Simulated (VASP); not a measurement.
# WO (F-43m) in VASP: a series of runs

The runs below take WO through single point, relaxation of cell and atoms, with PBE+U.

Everything below comes from runs of VASP 6.6.1. Logs are shortened: lines on timing, memory, paths and dates and some standing lists are left out, and cuts for length are marked.

### Step 1. The cell of the first run

It takes space group F-43m (No. 216, cubic). The conventional cell has a = 5.070 Å, b = 5.070 Å, c = 5.070 Å, α = 90.00°, β = 90.00°, γ = 90.00°. W (site symmetry -43m) has 4 O at 2.20 Å within 2.9 Å. Within 2.9 Å of O (site symmetry -43m) lie 4 W at 2.20 Å.

### Step 2. Single point, PBE+U

Input file INCAR:

```
ALGO = Normal ; EDIFF = 1E-6
ENCUT = 910 ; GGA = PE
GGA_COMPAT = F ; ISIF = 2
ISMEAR = 0 ; LASPH = T
LCHARG = F ; LDAU = T
LDAUJ = 0 0 ; LDAUL = 2 -1
LDAUPRINT = 1 ; LDAUTYPE = 2
LDAUU = 6.2 0 ; LMAXMIX = 4
LREAL = F ; LWAVE = F
NBANDS = 17 ; NELM = 200
PREC = Accurate ; SIGMA = 0.02
```

Input file KPOINTS:

```
k-points
0
Gamma
  10 10 10
```

Input file POSCAR:

```
WO
1.0
    0.0000000000      2.5347959610      2.5347959610
    2.5347959610      0.0000000000      2.5347959610
    2.5347959610      2.5347959610      0.0000000000
W O
1 1
Direct
    0.0000000000      0.0000000000      0.0000000000
    0.2500000000      0.2500000000      0.2500000000
```

Potentials or basis: VASP PAW PBE potentials, release 64 (W_sv, O_h).

Command:

```
$ cat potpaw_PBE.64/W_sv/POTCAR potpaw_PBE.64/O_h/POTCAR > POTCAR
$ mpirun -np 1 vasp_std > vasp.out
```

OUTCAR:

```text
EDIFF = 1E-6
   ENCUT = 910
   GGA = PE
   ISIF = 2
   ISMEAR = 0
   LASPH = T
   LREAL = F
   NELM = 200
   PREC = Accurate

 ion  position               nearest neighbor table
   1  0.000  0.000  0.000-   2 2.20   2 2.20   2 2.20   2 2.20
   2  0.250  0.250  0.250-   1 2.20   1 2.20   1 2.20   1 2.20

  LATTYP: Found a face centered cubic cell.
 ALAT       =     5.0695919220

  Lattice vectors:

 A1 = (   0.0000000000,   2.5347959610,   2.5347959610)
 A2 = (   2.5347959610,   0.0000000000,   2.5347959610)
 A3 = (   2.5347959610,   2.5347959610,   0.0000000000)

Analysis of symmetry for initial positions (statically):
=====================================================================
 Subroutine PRICEL returns:
 Original cell was already a primitive cell.

 Routine SETGRP: Setting up the symmetry group for a
 face centered cubic supercell.

 Subroutine GETGRP returns: Found 24 space group operations
 (whereof 24 operations were pure point group operations)
 out of a pool of 48 trial point group operations.

The static configuration has the point symmetry T_d .

Analysis of symmetry for dynamics (positions and initial velocities):
=====================================================================
 Subroutine PRICEL returns:
 Original cell was already a primitive cell.

 Routine SETGRP: Setting up the symmetry group for a
 face centered cubic supercell.

 Subroutine GETGRP returns: Found 24 space group operations
 (whereof 24 operations were pure point group operations)
 out of a pool of 48 trial point group operations.

The dynamic configuration has the point symmetry T_d .

 Subroutine INISYM returns: Found 24 space group operations
 (whereof 24 operations are pure point group operations),
 and found     1 'primitive' translations

----------------------------------------------------------------------------------------

                                     Primitive cell

  volume of cell :      32.5731

  direct lattice vectors                    reciprocal lattice vectors
     0.000000000  2.534795961  2.534795961    -0.197254536  0.197254536  0.197254536
     2.534795961  0.000000000  2.534795961     0.197254536 -0.197254536  0.197254536
     2.534795961  2.534795961  0.000000000     0.197254536  0.197254536 -0.197254536

  length of vectors
     3.584742826  3.584742826  3.584742826     0.341654878  0.341654878  0.341654878

  position of ions in fractional coordinates (direct lattice)
     0.000000000  0.000000000  0.000000000
     0.250000000  0.250000000  0.250000000

  ion indices of the primitive-cell ions
   primitive index   ion index
                 1           1
                 2           2

----------------------------------------------------------------------------------------

 KPOINTS: k-points

Automatic generation of k-mesh.
 Grid dimensions read from file:
 generate k-points for:   10   10   10

 Generating k-lattice:

  Cartesian coordinates                     Fractional coordinates (reciprocal lattice)
    -0.019725454  0.019725454  0.019725454     0.100000000  0.000000000  0.000000000
     0.019725454 -0.019725454  0.019725454     0.000000000  0.100000000  0.000000000
     0.019725454  0.019725454 -0.019725454     0.000000000  0.000000000  0.100000000

  Length of vectors
     0.034165488  0.034165488  0.034165488

  Shift w.r.t. Gamma in fractional coordinates (k-lattice)
     0.000000000  0.000000000  0.000000000

 Subroutine IBZKPT returns following result:
 ===========================================

 Found     47 irreducible k-points:

 Following reciprocal coordinates:
            Coordinates               Weight
  0.000000  0.000000  0.000000      1.000000
  0.100000  0.000000  0.000000      8.000000
  0.200000  0.000000  0.000000      8.000000
  0.300000  0.000000  0.000000      8.000000
  0.400000  0.000000  0.000000      8.000000
  0.500000  0.000000  0.000000      4.000000
[... 16 lines left out ...]
  0.300000  0.300000  0.000000      6.000000
  0.400000  0.300000  0.000000     24.000000
 [... further k-points ...]
   k-points           NKPTS =     47   k-points in BZ     NKDIM =     47   number of bands    NBANDS=     17
   number of dos      NEDOS =    301   number of ions     NIONS =      2
   total plane-waves  NPLWV =  46656
   dimension x,y,z NGX =    36 NGY =   36 NGZ =   36
   dimension x,y,z NGXF=    72 NGYF=   72 NGZF=   72
   ions per type =               1   1
   NGX,Y,Z   is equivalent  to a cutoff of  16.70, 16.70, 16.70 a.u.
   NGXF,Y,Z  is equivalent  to a cutoff of  33.39, 33.39, 33.39 a.u.
 SYSTEM =  unknown system
   PREC   = accura    normal or accurate (medium, high low for compatibility)
   ISTART =      0    job   : 0-new  1-cont  2-samecut
   ICHARG =      2    charge: 1-file 2-atom 10-const
   ISPIN  =      1    spin polarized calculation?
   LNONCOLLINEAR =      F non collinear calculations
   LSORBIT =      F    spin-orbit coupling
   LASPH  =      T    aspherical Exc in radial PAW
   ENCUT  =  910.0 eV  66.88 Ry    8.18 a.u.   8.82  8.82  8.82*2*pi/ulx,y,z
   NELM   =    200;   NELMIN=  2; NELMDL= -5     # of ELM steps
   EDIFF  = 0.1E-05   stopping-criterion for ELM
   LREAL  =      F    real-space projection
   EDIFFG = 0.1E-04   stopping-criterion for IOM
   NSW    =      0    number of steps for IOM
   IBRION =     -1    ionic relax: 0-MD 1-quasi-New 2-CG
   NFREE  =      0    steps in history (QN), initial steepest desc. (CG)
   ISIF   =      2    stress and relaxation
   ISYM   =      2    0-nonsym 1-usesym 2-fastsym
   POTIM  = 0.5000    time-step for ionic-motion
   TEBEG  =    0.0;   TEEND  =   0.0 temperature during run
   PSTRESS=    0.0 pullay stress
   NELECT =      20.0000    total number of electrons
   NUPDOWN=      -1.0000    fix difference up-down
   EMIN   =  10.00;   EMAX   =-10.00  energy-range for DOS
   EFERMI =   0.00;   METHOD = LEGACY
   ISMEAR =     0;   SIGMA  =   0.02  broadening in eV -4-tet -1-fermi 0-gaus
   EFERMI_NEDOS =   21; number of points for ismear=-14 and -15
   IALGO  =     38    algorithm
   IMIX   =      4    mixing-type and parameters
     AMIX     =   0.40;   BMIX     =  1.00
     AMIX_MAG =   1.60;   BMIX_MAG =  1.00
  volume/ion in A,a.u.               =      16.29       109.91
  Fermi-wavevector in a.u.,A,eV,Ry     =   1.391442  2.629444 26.342393  1.936111
  Thomas-Fermi vector in A             =   2.515281
   LORBIT       =      0    0 simple, 1 ext, 2 COOP (PROOUT), +10 PAW based schemes
 LDA+U is selected, type is set to LDAUTYPE =  2
   angular momentum for each species LDAUL =     2   -1
   U (eV)           for each species LDAUU =   6.2  0.0
   J (eV)           for each species LDAUJ =   0.0  0.0
   GGA     = PE    functional components
   LHFCALC =     F    Hartree Fock is set to
   AEXX    =    0.0000 exact exchange contribution
   IVDW    =     0    specifies the selected vdW correction
   LEPSILON=     F    determine dielectric tensor
   LRPA    =     F    only Hartree local field effects (RPA)
 non-spin polarized calculation
 Gauss-broadening in eV      SIGMA  =   0.02
  energy-cutoff  :      910.00
  volume of cell :       32.57
 maximum number of plane-waves:      2085
   NGX = 17   NGY = 17   NGZ = 17

atom =   1  type =  1  l = 2

 onsite density matrix

spin component  1

  0.2253  0.0000 -0.0000  0.0000 -0.0000
  0.0000  0.2253 -0.0000  0.0000 -0.0000
 -0.0000 -0.0000  0.4089  0.0000  0.0000
  0.0000  0.0000  0.0000  0.2253  0.0000
 -0.0000 -0.0000  0.0000  0.0000  0.4089

spin component  2

  0.2253  0.0000 -0.0000  0.0000 -0.0000
  0.0000  0.2253 -0.0000  0.0000 -0.0000
 -0.0000 -0.0000  0.4089  0.0000  0.0000
  0.0000  0.0000  0.0000  0.2253  0.0000
 -0.0000 -0.0000  0.0000  0.0000  0.4089

 occupancies and eigenvectors

  o =  0.2253  v =  1.0000  0.0000  0.0000  0.0000  0.0000  0.0000  0.0000  0.0000  0.0000  0.0000      0.0000  0.0000  0.0000  0.0000  0.0000  0.0000  0.0000  0.0000  0.0000  0.0000
  o =  0.2253  v =  0.0000  0.0000  0.0000  0.0000  0.0000  1.0000  0.0000  0.0000  0.0000  0.0000      0.0000  0.0000  0.0000  0.0000  0.0000  0.0000  0.0000  0.0000  0.0000  0.0000
  o =  0.2253  v =  0.0000 -0.9672  0.0000 -0.2538  0.0000  0.0000  0.0000  0.0000  0.0000  0.0000      0.0000  0.0000  0.0000  0.0000  0.0000  0.0000  0.0000  0.0000  0.0000  0.0000
  o =  0.2253  v =  0.0000  0.0000  0.0000  0.0000  0.0000  0.0000 -0.9672  0.0000 -0.2538  0.0000      0.0000  0.0000  0.0000  0.0000  0.0000  0.0000  0.0000  0.0000  0.0000  0.0000
  o =  0.2253  v =  0.0000  0.2538 -0.0000 -0.9672  0.0000  0.0000  0.0000  0.0000  0.0000  0.0000      0.0000  0.0000  0.0000  0.0000  0.0000  0.0000  0.0000  0.0000  0.0000  0.0000
  o =  0.2253  v =  0.0000  0.0000  0.0000  0.0000  0.0000  0.0000  0.2538 -0.0000 -0.9672  0.0000      0.0000  0.0000  0.0000  0.0000  0.0000  0.0000  0.0000  0.0000  0.0000  0.0000
  o =  0.4089  v =  0.0000  0.0000  0.0000  0.0000  0.0000  0.0000 -0.0000 -0.9995  0.0000 -0.0331      0.0000  0.0000  0.0000  0.0000  0.0000  0.0000  0.0000  0.0000  0.0000  0.0000
  o =  0.4089  v =  0.0000 -0.0000 -0.9995  0.0000 -0.0331  0.0000  0.0000  0.0000  0.0000  0.0000      0.0000  0.0000  0.0000  0.0000  0.0000  0.0000  0.0000  0.0000  0.0000  0.0000
  o =  0.4089  v =  0.0000  0.0000  0.0000  0.0000  0.0000  0.0000  0.0000 -0.0331  0.0000  0.9995      0.0000  0.0000  0.0000  0.0000  0.0000  0.0000  0.0000  0.0000  0.0000  0.0000
  o =  0.4089  v =  0.0000  0.0000 -0.0331  0.0000  0.9995  0.0000  0.0000  0.0000  0.0000  0.0000      0.0000  0.0000  0.0000  0.0000  0.0000  0.0000  0.0000  0.0000  0.0000  0.0000

 number of electron      20.0000002 magnetization

 Free energy of the ion-electron system (eV)
  ---------------------------------------------------
  ext. energy  EPLUGINS =         0.00000000
  ---------------------------------------------------
  free energy    TOTEN  =       -10.88942494 eV

  energy without entropy =      -10.88865583  energy(sigma->0) =      -10.88904038

 E-fermi :   6.7376     XC(G=0): -11.1824

 val. band max:        6.7330541343   @ k =   0.3000   0.2000   0.1000
 cond. band min:       6.7517037731   @ k =   0.4000   0.2000   0.1000
 fundamental gap:      0.0186496387
 Fermi energy:         6.7375709665

 k-point     1 :       0.0000    0.0000    0.0000
  band No.  band energies     occupation
      1     -69.3510      2.00000
      2     -33.3522      2.00000
      3     -33.3522      2.00000
      4     -33.3522      2.00000
      5     -13.6750      2.00000
      6       0.2638      2.00000
[... 9 lines left out ...]
     16      18.3923      0.00000
     17      18.3923      0.00000

 k-point     2 :       0.1000    0.0000    0.0000
  band No.  band energies     occupation
      1     -69.3506      2.00000
      2     -33.3637      2.00000
      3     -33.3538      2.00000
      4     -33.3538      2.00000
      5     -13.6333      2.00000
      6       0.0782      2.00000
[... 9 lines left out ...]
     16      18.5441      0.00000
     17      18.5441      0.00000

 k-point     3 :       0.2000    0.0000    0.0000
  band No.  band energies     occupation
      1     -69.3497      2.00000
      2     -33.3934      2.00000
      3     -33.3581      2.00000
      4     -33.3581      2.00000
      5     -13.5259      2.00000
      6      -0.2205      2.00000
[... 9 lines left out ...]
     16      18.9381      0.00000
     17      18.9381      0.00000

 k-point     4 :       0.3000    0.0000    0.0000
  band No.  band energies     occupation
      1     -69.3485      2.00000
      2     -33.4299      2.00000
      3     -33.3632      2.00000
      4     -33.3632      2.00000
      5     -13.3966      2.00000
      6      -0.3664      2.00000
[... 9 lines left out ...]
     16      19.3525      0.00000
     17      19.3525      0.00000
[... 343 lines left out ...]
      1     -69.3481      2.00000
      2     -33.4256      2.00000
      3     -33.3841      2.00000
      4     -33.3631      2.00000
      5     -13.3519      2.00000
      6      -0.3341      2.00000
[... 9 lines left out ...]
     16      16.3077      0.00000
     17      20.4906      0.00000

 k-point    23 :       0.3000    0.3000    0.0000
  band No.  band energies     occupation
      1     -69.3476      2.00000
      2     -33.4307      2.00000
      3     -33.3793      2.00000
      4     -33.3793      2.00000
      5     -13.3061      2.00000
      6      -0.7568      2.00000
[... 9 lines left out ...]
     16      17.3900      0.00000
     17      17.3900      0.00000

 k-point    24 :       0.4000    0.3000    0.0000
  band No.  band energies     occupation
      1     -69.3469      2.00000
      2     -33.4473      2.00000
      3     -33.3876      2.00000
      4     -33.3840      2.00000
      5     -13.2266      2.00000
      6      -0.7576      2.00000
[... 9 lines left out ...]
     16      16.9989      0.00000
     17      17.5422      0.00000

 [... further k-points ...]
[... 5 lines left out ...]
  --------------------------------------------------------------------------------------
  -------------------------------------------------------------------------------------
  Total       -5.3874422     -5.3874422     -5.3874422      0.0000000     -0.0000000      0.0000000
  in kB     -264.9928720   -264.9928720   -264.9928720      0.0000000     -0.0000000      0.0000000
  external PRESSURE =    -264.9928720 kB  Pullay stress =       0.0000000 kB

 VOLUME and BASIS-vectors are now :
 -----------------------------------------------------------------------------
  energy-cutoff  :      910.00
  volume of cell :       32.57
      direct lattice vectors                 reciprocal lattice vectors
     0.000000000  2.534795961  2.534795961    -0.197254536  0.197254536  0.197254536
     2.534795961  0.000000000  2.534795961     0.197254536 -0.197254536  0.197254536
     2.534795961  2.534795961  0.000000000     0.197254536  0.197254536 -0.197254536

 POSITION                                       TOTAL-FORCE (eV/Angst)
 -----------------------------------------------------------------------------------
      0.00000      0.00000      0.00000         0.000000      0.000000      0.000000
      1.26740      1.26740      1.26740        -0.000000      0.000000     -0.000000
 -----------------------------------------------------------------------------------
    total drift:                                0.000000      0.000000      0.000000

  FREE ENERGIE OF THE ION-ELECTRON SYSTEM (eV)
  ---------------------------------------------------
  free  energy   TOTEN  =       -10.8894249372 eV

  energy  without entropy=      -10.8886558298  energy(sigma->0) =      -10.88904038
```

Wall time 65 s (1 thread of Intel Xeon Platinum 8488C (Sapphire Rapids), shared host); peak memory 0.24 GiB.

Results:

| Property | Result |
| --- | --- |
| Free energy | -10.8894 eV |
| Pressure | -26.5 GPa |
| Band gap on the k mesh | zero (band 10 reaches 7.13 eV, above the bottom of band 11 at 6.38 eV) |

Levels at points of the mesh, in eV from the Fermi level:
| k point | band 8 | band 9 | band 10 | band 11 | band 12 | band 13 |
| --- | --- | --- | --- | --- | --- | --- |
| (0.00, 0.00, 0.00) | -6.47 | -2.90 | -0.25 | -0.25 | 3.40 | 3.40 |
| (0.50, 0.00, 0.00) | -6.18 | -0.11 | 0.05 | 0.05 | 2.51 | 2.65 |
| (0.50, 0.50, 0.00) | -5.61 | -1.53 | -0.37 | 0.73 | 2.38 | 2.38 |

Eigenvalues of the final occupation matrices:
| site | spin | trace | eigenvalues |
| --- | --- | --- | --- |
| site 1 d | 1 | 1.49 | 0.23 0.23 0.23 0.41 0.41 |
| site 1 d | 2 | 1.49 | 0.23 0.23 0.23 0.41 0.41 |

Caveat: the cutoff is under 1.25 times the usual one of these potentials, so pressure, stress and relaxed cells hold a basis-set (Pulay) error; spin-orbit coupling is left out, which moves the levels of the heavy elements; U without spin polarisation on a metal has little footing.

### Step 3. Single point, PBE+U

This run uses another cell than the first one, of 14.05 Å³/atom, 0.863 times its volume.

Input file INCAR:

```
  PREC = Accurate
  ENCUT = 910
  EDIFF = 1E-6
  ISMEAR = 0
  SIGMA = 0.02
  LREAL = F
  LASPH = T
  NELM = 200
  ALGO = Normal
  ISIF = 2
  LWAVE = F
  LCHARG = F
  LMAXMIX = 4
  LDAU = T
  LDAUTYPE = 2
  LDAUL = 2 -1
  LDAUU = 6.2 0
  LDAUJ = 0 0
  LDAUPRINT = 1
  GGA = PE
  NBANDS = 17
  GGA_COMPAT = F
```

Input file KPOINTS:

```
Automatic mesh
0
Gamma
  10 10 10
```

Input file POSCAR:

```
WO
1.0
    0.0000000000      2.4128820753      2.4128820753
    2.4128820753      0.0000000000      2.4128820753
    2.4128820753      2.4128820753      0.0000000000
W O
1 1
Direct
    0.0000000000      0.0000000000      0.0000000000
    0.2500000000      0.2500000000      0.2500000000
```

Potentials or basis: VASP PAW PBE potentials, release 64 (W_sv, O_h).

Command:

```
$ cat potpaw_PBE.64/W_sv/POTCAR potpaw_PBE.64/O_h/POTCAR > POTCAR
$ mpirun -np 1 vasp_std > vasp.out
```

It took 24 s on 1 thread of Intel Xeon 6975P-C (Granite Rapids), shared host; peak memory 0.24 GiB.

Results (log left out):

* Free energy: -11.4172 eV
* Pressure: -8.1 GPa
* Band gap on the k mesh: zero (band 10 reaches 9.23 eV, above the bottom of band 11 at 8.24 eV)

Levels at points of the mesh, in eV from the Fermi level:
```
           k point  band 6  band 7  band 8  band 9  band 10  band 11  band 12  band 13  band 14  band 15
(0.00, 0.00, 0.00)   -7.70   -7.70   -7.70   -3.10    -0.20    -0.20     3.73     3.73     3.73    12.48
(0.50, 0.00, 0.00)   -8.05   -7.27   -7.27   -0.49     0.15     0.15     2.73     2.79     2.79     6.48
(0.50, 0.50, 0.00)   -8.87   -6.48   -6.48   -2.22    -0.41     1.09     2.42     2.42     7.25     7.34
```

Eigenvalues of the final occupation matrices:
```
    site  spin  trace               eigenvalues
site 1 d     1   1.53  0.27 0.27 0.27 0.37 0.37
site 1 d     2   1.53  0.27 0.27 0.27 0.37 0.37
```

Caveat: the cutoff is under 1.25 times the usual one of these potentials, so pressure, stress and relaxed cells hold a basis-set (Pulay) error; spin-orbit coupling is left out, which moves the levels of the heavy elements; U without spin polarisation on a metal has little footing.

### Step 4. Single point, PBE+U

This run uses another cell than the first one, of 13.49 Å³/atom, 0.828 times its volume.

Input file INCAR:

```
SYSTEM = WO
ALGO     = Normal         ! electronic algorithm
EDIFF    = 1E-6           ! SCF threshold, eV
ENCUT    = 910            ! plane-wave cutoff, eV
GGA      = PE             ! functional
GGA_COMPAT= .False.      
ISIF     = 2              ! what is computed and relaxed
ISMEAR   = 0              ! smearing method
LASPH    = .True.         ! aspherical terms in the spheres
LCHARG   = .False.        ! write CHGCAR
LDAU     = .True.         ! DFT+U
LDAUJ    = 0 0          
LDAUL    = 2 -1           ! shell
LDAUPRINT= 1            
LDAUTYPE = 2            
LDAUU    = 6.2 0          ! U, eV
LMAXMIX  = 4              ! l up to which the mixer works
LREAL    = .False.        ! projectors in reciprocal space
LWAVE    = .False.        ! write WAVECAR
NBANDS   = 17             ! bands
NELM     = 200            ! most SCF steps
PREC     = Accurate       ! precision mode
SIGMA    = 0.02           ! smearing width, eV
```

Input file KPOINTS:

```
k-points
0
Gamma
  10 10 10
  0 0 0
```

Input file POSCAR:

```
WO
1.0
    0.0000000000      2.3802715633      2.3802715633
    2.3802715633      0.0000000000      2.3802715633
    2.3802715633      2.3802715633      0.0000000000
W O
1 1
Direct
    0.0000000000      0.0000000000      0.0000000000
    0.2500000000      0.2500000000      0.2500000000
```

Command:

```
$ cat potpaw_PBE.64/W_sv/POTCAR potpaw_PBE.64/O_h/POTCAR > POTCAR
$ mpirun -np 1 vasp_std > vasp.out
```

It took 28 s on 1 thread of Intel Xeon 6975P-C (Granite Rapids), shared host; peak memory 0.23 GiB.

Results (log left out):

```yaml
Free_energy: -11.4430 eV
Pressure: 0.4 GPa
Band_gap_on_the_k_mesh: zero (band 10 reaches 9.80 eV, above the bottom of band 11 at 8.76 eV)
```

Levels at points of the mesh, in eV from the Fermi level:
| k point | band 7 | band 8 | band 9 | band 10 | band 11 | band 12 | band 13 | band 14 |
| --- | --- | --- | --- | --- | --- | --- | --- | --- |
| (0.00, 0.00, 0.00) | -8.04 | -8.04 | -3.15 | -0.20 | -0.20 | 3.87 | 3.87 | 3.87 |
| (0.50, 0.00, 0.00) | -7.58 | -7.58 | -0.56 | 0.17 | 0.17 | 2.80 | 2.88 | 2.88 |
| (0.50, 0.50, 0.00) | -6.71 | -6.71 | -2.40 | -0.43 | 1.19 | 2.48 | 2.48 | 7.62 |

Eigenvalues of the final occupation matrices:
```tsv
site	spin	trace	eigenvalues
site 1 d	1	1.55	0.27 0.27 0.27 0.36 0.36
site 1 d	2	1.55	0.27 0.27 0.27 0.36 0.36
```

Caveat: the cutoff is under 1.25 times the usual one of these potentials, so pressure, stress and relaxed cells hold a basis-set (Pulay) error; spin-orbit coupling is left out, which moves the levels of the heavy elements; U without spin polarisation on a metal has little footing.

[end of part 1 of 2]
